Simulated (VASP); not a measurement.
# LiNbO3 (R-3c) in VASP: relaxation of cell and atoms with r2SCAN+rVV10

Aim: the relaxation of cell and atoms of LiNbO3 with r2SCAN+rVV10.

All numbers are computed with VASP 6.6.1; they aren't measurements. Logs are shortened: lines on timing, memory, paths and dates and some standing lists are left out, and cuts for length are marked.

**1. The cell of the first run**

It takes space group R-3c (No. 167, trigonal). The conventional cell has a = 5.182 Å, b = 5.182 Å, c = 13.648 Å, α = 90.00°, β = 90.00°, γ = 120.00°. Li (site symmetry 32) has 3 O at 1.97 Å within 2.6 Å. Nb (site symmetry -3) has 6 O at 1.98 Å within 2.6 Å. O (site symmetry 2) has 1 Li at 1.97 Å and 2 Nb at 1.98 Å within 2.6 Å.

**2. Relaxation of cell and atoms, r2SCAN+rVV10**

POSCAR

```
LiNbO3
1.0
    2.5911107192      1.4959784712      4.5494166877
   -2.5911107192      1.4959784712      4.5494166877
    0.0000000000     -2.9919569424      4.5494166877
Li Nb O
2 2 6
Direct
    0.2500000000      0.2500000000      0.2500000000
    0.7500000000      0.7500000000      0.7500000000
    0.5000000000      0.5000000000      0.5000000000
    0.0000000000      0.0000000000      0.0000000000
    0.1296216691      0.3703783309      0.7500000000
    0.3703783309      0.7500000000      0.1296216691
    0.8703783309      0.6296216691      0.2500000000
    0.2500000000      0.8703783309      0.6296216691
    0.6296216691      0.2500000000      0.8703783309
    0.7500000000      0.1296216691      0.3703783309
```

INCAR.step1

```
SYSTEM = LiNbO3
  ALGO = Normal
  EDIFF = 1E-4
  ENCUT = 600
  GGA = PE
  ISMEAR = -1
  LASPH = .TRUE.
  LCHARG = .FALSE.
  LREAL = .FALSE.
  LWAVE = .TRUE.
  NELM = 100
  PREC = Accurate
  SIGMA = 0.03
```

INCAR.step2

```
SYSTEM = LiNbO3
  ALGO = Normal
  BPARAM = 11.95
  CPARAM = 0.0093
  EDIFF = 1E-6
  EDIFFG = -0.01
  ENCUT = 600
  IBRION = 2
  ISIF = 3
  ISMEAR = -1
  ISTART = 1
  IVDW_NL = 2
  LASPH = .TRUE.
  LCHARG = .FALSE.
  LMIXTAU = .TRUE.
  LREAL = .FALSE.
  LUSE_VDW = .TRUE.
  LWAVE = .FALSE.
  METAGGA = R2SCAN
  NELM = 100
  NSW = 100
  PREC = Accurate
  SIGMA = 0.03
```

KPOINTS

```
k-points
0
G
  6 6 6
  0 0 0
```

Potentials or basis: VASP PAW PBE potentials, release 64 (Li_sv, Nb_sv, O).

Run with:

```console
$ cat potpaw_PBE.64/Li_sv/POTCAR potpaw_PBE.64/Nb_sv/POTCAR potpaw_PBE.64/O/POTCAR > POTCAR
$ cp INCAR.step1 INCAR
$ mpirun -np 1 vasp_std > vasp.out
$ cp INCAR.step2 INCAR
$ mpirun -np 1 vasp_std > vasp.out
```

OUTCAR:

```text
SYSTEM = LiNbO3
   BPARAM = 11.95
   EDIFF = 1E-6
   EDIFFG = -0.01
   ENCUT = 600
   IBRION = 2
   ISIF = 3
   ISMEAR = -1
   ISTART = 1
   IVDW_NL = 2
   LASPH = .TRUE.
   LREAL = .FALSE.
   METAGGA = R2SCAN
   NELM = 100
   NSW = 100
   PREC = Accurate

 ion  position               nearest neighbor table
   1  0.250  0.250  0.250-   8 1.97   9 1.97   7 1.97
   2  0.750  0.750  0.750-   6 1.97  10 1.97   5 1.97
   3  0.500  0.500  0.500-   5 1.98   7 1.98   6 1.98   9 1.98   8 1.98  10 1.98
   4  0.000  0.000  0.000-   5 1.98   7 1.98   8 1.98  10 1.98   9 1.98   6 1.98
   5  0.130  0.370  0.750-   2 1.97   3 1.98   4 1.98
   6  0.370  0.750  0.130-   2 1.97   3 1.98   4 1.98
   7  0.870  0.630  0.250-   1 1.97   3 1.98   4 1.98
   8  0.250  0.870  0.630-   1 1.97   4 1.98   3 1.98
   9  0.630  0.250  0.870-   1 1.97   3 1.98   4 1.98
  10  0.750  0.130  0.370-   2 1.97   4 1.98   3 1.98

  LATTYP: Found a trigonal (rhomboedric) cell.
 ALAT       =     5.4450893972
 COS(alpha) =     0.5471108578

  Lattice vectors:

 A1 = (   2.5911107192,   1.4959784712,   4.5494166877)
 A2 = (  -2.5911107192,   1.4959784712,   4.5494166877)
 A3 = (   0.0000000000,  -2.9919569424,   4.5494166877)

Analysis of symmetry for initial positions (statically):
=====================================================================
 Subroutine PRICEL returns:
 Original cell was already a primitive cell.

 Routine SETGRP: Setting up the symmetry group for a
 trigonal (rhombohedral) supercell.

 Subroutine GETGRP returns: Found 12 space group operations
 (whereof  6 operations were pure point group operations)
 out of a pool of 12 trial point group operations.

The static configuration has the point symmetry S_6 .
 The point group associated with its full space group is D_3d.

Analysis of symmetry for dynamics (positions and initial velocities):
=====================================================================
 Subroutine PRICEL returns:
 Original cell was already a primitive cell.

 Routine SETGRP: Setting up the symmetry group for a
 trigonal (rhombohedral) supercell.

 Subroutine GETGRP returns: Found 12 space group operations
 (whereof  6 operations were pure point group operations)
 out of a pool of 12 trial point group operations.

The dynamic configuration has the point symmetry S_6 .
 The point group associated with its full space group is D_3d.

 Subroutine INISYM returns: Found 12 space group operations
 (whereof  6 operations are pure point group operations),
 and found     1 'primitive' translations

----------------------------------------------------------------------------------------

                                     Primitive cell

  volume of cell :     105.8079

  direct lattice vectors                    reciprocal lattice vectors
     2.591110719  1.495978471  4.549416688     0.192967439  0.111409803  0.073269466
    -2.591110719  1.495978471  4.549416688    -0.192967439  0.111409803  0.073269466
     0.000000000 -2.991956942  4.549416688     0.000000000 -0.222819606  0.073269466

  length of vectors
     5.445089397  5.445089397  5.445089397     0.234557011  0.234557011  0.234557011

  position of ions in fractional coordinates (direct lattice)
     0.250000000  0.250000000  0.250000000
     0.750000000  0.750000000  0.750000000
     0.500000000  0.500000000  0.500000000
     0.000000000  0.000000000  0.000000000
     0.129621669  0.370378331  0.750000000
     0.370378331  0.750000000  0.129621669
     0.870378331  0.629621669  0.250000000
     0.250000000  0.870378331  0.629621669
     0.629621669  0.250000000  0.870378331
     0.750000000  0.129621669  0.370378331

  ion indices of the primitive-cell ions
   primitive index   ion index
                 1           1
                 2           2
                 3           3
                 4           4
                 5           5
                 6           6
                 7           7
                 8           8
                 9           9
                10          10

----------------------------------------------------------------------------------------

 KPOINTS: k-points

Automatic generation of k-mesh.
 Grid dimensions read from file:
 generate k-points for:    6    6    6

 Generating k-lattice:

  Cartesian coordinates                     Fractional coordinates (reciprocal lattice)
     0.032161240  0.018568300  0.012211578     0.166666667  0.000000000  0.000000000
    -0.032161240  0.018568300  0.012211578     0.000000000  0.166666667  0.000000000
     0.000000000 -0.037136601  0.012211578     0.000000000  0.000000000  0.166666667

  Length of vectors
     0.039092835  0.039092835  0.039092835

  Shift w.r.t. Gamma in fractional coordinates (k-lattice)
     0.000000000  0.000000000  0.000000000

 Subroutine IBZKPT returns following result:
 ===========================================

 Found     32 irreducible k-points:

 Following reciprocal coordinates:
            Coordinates               Weight
  0.000000  0.000000  0.000000      1.000000
  0.166667 -0.000000  0.000000      6.000000
  0.333333 -0.000000  0.000000      6.000000
  0.500000  0.000000  0.000000      3.000000
  0.166667  0.166667 -0.000000      6.000000
  0.333333  0.166667  0.000000     12.000000
[... 16 lines left out ...]
  0.500000  0.500000  0.166667      6.000000
 -0.333333  0.500000  0.166667     12.000000
 [... further k-points ...]
   k-points           NKPTS =     32   k-points in BZ     NKDIM =     32   number of bands    NBANDS=     40
   number of dos      NEDOS =    301   number of ions     NIONS =     10
   total plane-waves  NPLWV = 110592
   dimension x,y,z NGX =    48 NGY =   48 NGZ =   48
   dimension x,y,z NGXF=    96 NGYF=   96 NGZF=   96
   ions per type =               2   2   6
   NGX,Y,Z   is equivalent  to a cutoff of  14.66, 14.66, 14.66 a.u.
   NGXF,Y,Z  is equivalent  to a cutoff of  29.31, 29.31, 29.31 a.u.
 SYSTEM =  LiNbO3
   PREC   = accura    normal or accurate (medium, high low for compatibility)
   ISTART =      1    job   : 0-new  1-cont  2-samecut
   ICHARG =      0    charge: 1-file 2-atom 10-const
   ISPIN  =      1    spin polarized calculation?
   LNONCOLLINEAR =      F non collinear calculations
   LSORBIT =      F    spin-orbit coupling
   LASPH  =      T    aspherical Exc in radial PAW
   ENCUT  =  600.0 eV  44.10 Ry    6.64 a.u.  10.88 10.88 10.88*2*pi/ulx,y,z
   NELM   =    100;   NELMIN=  2; NELMDL=  0     # of ELM steps
   EDIFF  = 0.1E-05   stopping-criterion for ELM
   LREAL  =      F    real-space projection
   EDIFFG = -.1E-01   stopping-criterion for IOM
   NSW    =    100    number of steps for IOM
   IBRION =      2    ionic relax: 0-MD 1-quasi-New 2-CG
   NFREE  =      1    steps in history (QN), initial steepest desc. (CG)
   ISIF   =      3    stress and relaxation
   ISYM   =      2    0-nonsym 1-usesym 2-fastsym
   POTIM  = 0.5000    time-step for ionic-motion
   TEBEG  =    0.0;   TEEND  =   0.0 temperature during run
   PSTRESS=    0.0 pullay stress
   NELECT =      68.0000    total number of electrons
   NUPDOWN=      -1.0000    fix difference up-down
   EMIN   =  10.00;   EMAX   =-10.00  energy-range for DOS
   EFERMI =   0.00;   METHOD = LEGACY
   ISMEAR =    -1;   SIGMA  =   0.03  broadening in eV -4-tet -1-fermi 0-gaus
   EFERMI_NEDOS =   21; number of points for ismear=-14 and -15
   IALGO  =     38    algorithm
   IMIX   =      4    mixing-type and parameters
     AMIX     =   0.40;   BMIX     =  1.00
     AMIX_MAG =   1.60;   BMIX_MAG =  1.00
  volume/ion in A,a.u.               =      10.58        71.40
  Fermi-wavevector in a.u.,A,eV,Ry     =   1.412771  2.669750 27.156158  1.995921
  Thomas-Fermi vector in A             =   2.534485
   LORBIT       =      0    0 simple, 1 ext, 2 COOP (PROOUT), +10 PAW based schemes
   METAGGA = R2SCAN    functional components
   LHFCALC =     F    Hartree Fock is set to
   AEXX    =    0.0000 exact exchange contribution
   IVDW_NL    =     2    kernel type
   BPARAM     =11.9500
   IVDW    =     0    specifies the selected vdW correction
   LEPSILON=     F    determine dielectric tensor
   LRPA    =     F    only Hartree local field effects (RPA)
 conjugate gradient relaxation of ions
 non-spin polarized calculation
  energy-cutoff  :      600.00
  volume of cell :      105.81
 maximum number of plane-waves:      3573
 NGX is ok and might be reduce to    48
   NGX = 21   NGY = 21   NGZ = 21

--------------------------------------- Ionic step        1  -------------------------------------------

 number of electron      68.0000003 magnetization

 Free energy of the ion-electron system (eV)
  ---------------------------------------------------
  ext. energy  EPLUGINS =         0.00000000
  ---------------------------------------------------
  free energy    TOTEN  =      -116.58154170 eV

  energy without entropy =     -116.58154170  energy(sigma->0) =     -116.58154170

------------------------ aborting loop because EDIFF is reached ----------------------------------------

  FORCE on cell =-STRESS in cart. coord.  units (eV):
  Direction    XX          YY          ZZ          XY          YZ          ZX
  --------------------------------------------------------------------------------------
  -------------------------------------------------------------------------------------
  Total       -0.1186209     -0.1186209     -0.1141548      0.0000000      0.0000000      0.0000000
  in kB       -1.7961948     -1.7961948     -1.7285684      0.0000000      0.0000000      0.0000000
  external PRESSURE =      -1.7736526 kB  Pullay stress =       0.0000000 kB
[... 249 lines left out ...]
  energy  without entropy=     -116.5861157107  energy(sigma->0) =     -116.58611571

--------------------------------------- Ionic step        7  -------------------------------------------

 number of electron      68.0000010 magnetization

 Free energy of the ion-electron system (eV)
  ---------------------------------------------------
  ext. energy  EPLUGINS =         0.00000000
  ---------------------------------------------------
  free energy    TOTEN  =      -116.58616187 eV

  energy without entropy =     -116.58616187  energy(sigma->0) =     -116.58616187

 E-fermi :   4.2614     XC(G=0): -11.6022

 val. band max:        3.4364840695   @ k =  -0.1667   0.1667   0.0000
 cond. band min:       6.4296481037   @ k =   0.5000   0.5000   0.0000
 fundamental gap:      2.9931640342
 Fermi energy:         4.2613921320

 k-point     1 :       0.0000    0.0000    0.0000
  band No.  band energies     occupation
      1     -52.7093      2.00000
      2     -52.6910      2.00000
      3     -40.5511      2.00000
      4     -40.5488      2.00000
      5     -28.2322      2.00000
      6     -28.2322      2.00000
[... 1021 lines left out ...]
     39       8.9312      0.00000
     40       9.1564      0.00000

 [... further k-points ...]

------------------------ aborting loop because EDIFF is reached ----------------------------------------

  FORCE on cell =-STRESS in cart. coord.  units (eV):
  Direction    XX          YY          ZZ          XY          YZ          ZX
  --------------------------------------------------------------------------------------
  -------------------------------------------------------------------------------------
  Total       -0.0607645     -0.0607645     -0.0290607      0.0000000      0.0000000      0.0000000
  in kB       -0.9249196     -0.9249196     -0.4423444      0.0000000      0.0000000      0.0000000
  external PRESSURE =      -0.7640612 kB  Pullay stress =       0.0000000 kB
[... 25 lines left out ...]
  FREE ENERGIE OF THE ION-ELECTRON SYSTEM (eV)
  ---------------------------------------------------
  free  energy   TOTEN  =      -116.5861618722 eV

  energy  without entropy=     -116.5861618722  energy(sigma->0) =     -116.58616187

 reached required accuracy - stopping structural energy minimisation
```

It took 2.7 h on 1 thread of Oxide Virtual Turin-like, shared host; peak memory 0.8 GiB.

Results:

```yaml
Free_energy: -116.5862 eV
Relaxed_volume: 10.53 Å³/atom
Relaxed_cell: a = 5.438 Å, b = 5.438 Å, c = 5.438 Å, α = 56.79°, β = 56.79°, γ = 56.79°
Space_group_after_relaxing_to_0.1_Å: R-3c (No. 167)
Energy_gained_by_relaxing: 0.5 meV/atom
Ionic_steps: 7
Pressure_after_relaxing: -0.1 GPa
Largest_force_after_relaxing: 0.005 eV/Å
Band_gap_on_the_k_mesh: 2.99 eV (least direct gap 3.09 eV)
```

Forces on the atoms (eV/Å):
```
Li   0.000  0.000  0.000
Li   0.000  0.000  0.000
Nb   0.000  0.000  0.000
Nb   0.000  0.000  0.000
O    0.005  0.000  0.000
O   -0.002 -0.004  0.000
O   -0.005  0.000  0.000
O    0.002 -0.004  0.000
O    0.002  0.004  0.000
O   -0.002  0.004  0.000
```

The path:
| step | energy change (eV) | largest force (eV/Å) | pressure (GPa) | volume (Å³) |
| --- | --- | --- | --- | --- |
| 1 | 0.0000 | 0.0914 | -0.18 | 105.81 |
| 2 | -0.0023 | 0.0650 | -0.11 | 105.63 |
| 3 | -0.0040 | 0.0342 | -0.04 | 105.42 |
| 4 | -0.0041 | 0.0307 | 0.12 | 105.02 |
| 5 | -0.0046 | 0.0027 | 0.04 | 105.22 |
| 6 | -0.0046 | 0.0015 | 0.04 | 105.21 |
| 7 | -0.0046 | 0.0047 | -0.08 | 105.26 |

Final structure:
```xyz
10
Lattice="2.5857 1.4929 4.5446 -2.5857 1.4929 4.5446 0.0000 -2.9858 4.5446" Properties=species:S:1:pos:R:3 pbc="T T T"
Li    0.0000    0.0000    3.4084
Li    0.0000    0.0000   10.2253
Nb    0.0000    0.0000    6.8169
Nb    0.0000    0.0000    0.0000
O    -0.6376   -1.4929    5.6807
O    -0.9741    1.2986    5.6807
O     0.6376    1.4929    7.9530
O    -1.6117   -0.1943    7.9530
O     0.9741   -1.2986    7.9530
O     1.6117    0.1943    5.6807
```

Caveat: the cutoff is under 1.25 times the usual one of these potentials, so pressure, stress and relaxed cells hold a basis-set (Pulay) error; the PAW data sets were made with another functional, which shifts forces and pressure a little. A k mesh can miss the band edges.
